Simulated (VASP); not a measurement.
Input of a VASP 6.6.1 run:

Contents of INCAR:

```
SYSTEM = AlN
PREC = Accurate
ENCUT = 520
EDIFF = 1E-8
ISMEAR = 0
SIGMA = 0.01
LREAL = .False.
LASPH = .True.
NELM = 100
ALGO = Normal
ISIF = 2
LWAVE = .False.
LCHARG = .False.
GGA = PE
IBRION = 8
NSW = 1
LEPSILON = .True.
```

Contents of KPOINTS:

```
regular mesh
0
Gamma
  12 12 6
  0 0 0
```

Contents of POSCAR:

```
AlN
1.0
    3.1155234315      0.0000000000      0.0000000000
   -1.5577617158      2.6981224378      0.0000000000
    0.0000000000      0.0000000000      4.9896433217
Al N
2 2
Direct
    0.3333333333      0.6666666667      0.0015947237
    0.6666666667      0.3333333333      0.5015947237
    0.3333333333      0.6666666667      0.3834052763
    0.6666666667      0.3333333333      0.8834052763
```

Potentials or basis: VASP PAW PBE potentials, release 64 (Al, N).

Launch:

```console
$ cat potpaw_PBE.64/Al/POTCAR potpaw_PBE.64/N/POTCAR > POTCAR
$ mpirun -np 1 vasp_std > vasp.out
```

**Question.** Estimate the electronic dielectric tensor (diagonal).

**Answer.** 4.44, 4.44, 4.66.

**Question.** Predict the Born charges (mean of the diagonal).

**Answer.** Al +2.57; N -2.57 e.

**Question.** Estimate the highest phonon frequency at Γ, LO-TO splitting left out.

**Answer.** 719 cm⁻¹.

Electronic dielectric tensor:
```
4.44 0.00 0.00
0.00 4.44 0.00
0.00 0.00 4.66
```

Caveat: the cell stands under pressure or tension, which shifts response properties.
